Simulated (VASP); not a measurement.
# NaF (Villiaumite): vibrations by perturbation theory with LDA

Crystal: NaF (Villiaumite).

```xyz
2
Lattice="0.0000 2.2513 2.2513 2.2513 0.0000 2.2513 2.2513 2.2513 0.0000" Properties=species:S:1:pos:R:3 pbc="T T T"
Na    0.0000    0.0000    0.0000
F     2.2513    2.2513    2.2513
```

| Property | Result |
| --- | --- |
| Program | VASP 6.6.1 |
| Task | vibrations by perturbation theory |
| Functional | LDA |
| Potentials or basis | VASP PAW LDA potentials, release 64 (Na_pv, F) |
| Cutoff | 520 eV |
| k mesh | 10 × 10 × 10 |
| Occupations | gaussian, width 0.01 eV |
| Spin | no spin polarisation |
| Dipole correction | no |
| Further INCAR settings | ALGO = Normal; EDIFF = 1e-08; IBRION = 8; NSW = 1 |

```json
{"Electronic dielectric tensor (diagonal)": "1.92", "Born charges (mean of the diagonal)": "Na +0.99; F -0.99 e", "Highest phonon frequency at Γ, LO-TO splitting left out": "281 cm⁻¹"}
```

Phonon frequencies in cm⁻¹ (negative: imaginary):
```tsv
q point	frequencies
(0.000, 0.000, 0.000)	-1 -1 -1 281 281 281
```

Electronic dielectric tensor:
```
1.92 0.00 0.00
0.00 1.92 0.00
0.00 0.00 1.92
```

Born effective charge tensors (e):
atom 1, Na
```
0.99 0.00 0.00
0.00 0.99 0.00
0.00 0.00 0.99
```
atom 2, F
```
-0.99  0.00  0.00
 0.00 -0.99  0.00
 0.00  0.00 -0.99
```

Run time: 52 s on 1 thread of Intel(R) Xeon(R) 6975P-C (Granite Rapids), on a shared host, peak memory 0.19 GiB.
